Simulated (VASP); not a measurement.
Here is a VASP 6.6.1 calculation.

Contents of POSCAR:

```
HfN
1.0
    0.0000000000      2.2560000000      2.2560000000
    2.2560000000      0.0000000000      2.2560000000
    2.2560000000      2.2560000000      0.0000000000
Hf N
1 1
Direct
    0.0000000000      0.0000000000      0.0000000000
    0.5000000000      0.5000000000      0.5000000000
```

INCAR.step1

```
SYSTEM = HfN
ALGO = Normal
EDIFF = 1E-5
EDIFFG = -0.005
ENCUT = 660
GGA = PE
GGA_COMPAT = .FALSE.
IBRION = 2
ISIF = 3
ISMEAR = -1
LASPH = .TRUE.
LCHARG = .FALSE.
LREAL = .FALSE.
LWAVE = .TRUE.
NELM = 120
NELMIN = 4
NSW = 100
PREC = Accurate
SIGMA = 0.05
```

INCAR.step2

```
SYSTEM = HfN
ALGO = Normal
EDIFF = 1E-7
EDIFFG = -0.005
ENCUT = 660
GGA_COMPAT = .FALSE.
IBRION = 2
ISIF = 3
ISMEAR = -1
ISTART = 1
IVDW = 12
LASPH = .TRUE.
LCHARG = .FALSE.
LMIXTAU = .TRUE.
LREAL = .FALSE.
LWAVE = .FALSE.
METAGGA = R2SCAN
NELM = 120
NELMIN = 4
NSW = 80
PREC = Accurate
SIGMA = 0.05
VDW_A1 = 0.49484001
VDW_A2 = 5.73083694
VDW_S6 = 1.0
VDW_S8 = 0.78981345
```

File KPOINTS:

```
k-points
0
G
  10 10 10
  0 0 0
```

Potentials or basis: VASP PAW PBE potentials, release 64 (Hf_pv, N).

The run is started by

```console
$ cat potpaw_PBE.64/Hf_pv/POTCAR potpaw_PBE.64/N/POTCAR > POTCAR
$ cp INCAR.step1 INCAR
$ mpirun -np 1 vasp_std > vasp.out
$ cp INCAR.step2 INCAR
$ mpirun -np 1 vasp_std > vasp.out
```

Q: What does it give for the relaxed cell?

A: a = 3.181 Å, b = 3.181 Å, c = 3.181 Å, α = 60.00°, β = 60.00°, γ = 60.00°.

Q: What does it give for the dispersion energy per atom?

A: -0.185 eV.

Step by step:
| step | energy change (eV) | largest force (eV/Å) | pressure (GPa) | volume (Å³) |
| --- | --- | --- | --- | --- |
| 1 | 0.0000 | 0.0000 | -2.64 | 22.96 |
| 2 | 0.0057 | 0.0000 | 5.67 | 22.34 |
| 3 | -0.0016 | 0.0000 | -0.10 | 22.76 |
| 4 | -0.0016 | 0.0000 | 0.00 | 22.76 |

Caveat: the PAW data sets were made with another functional, which shifts forces and pressure a little.
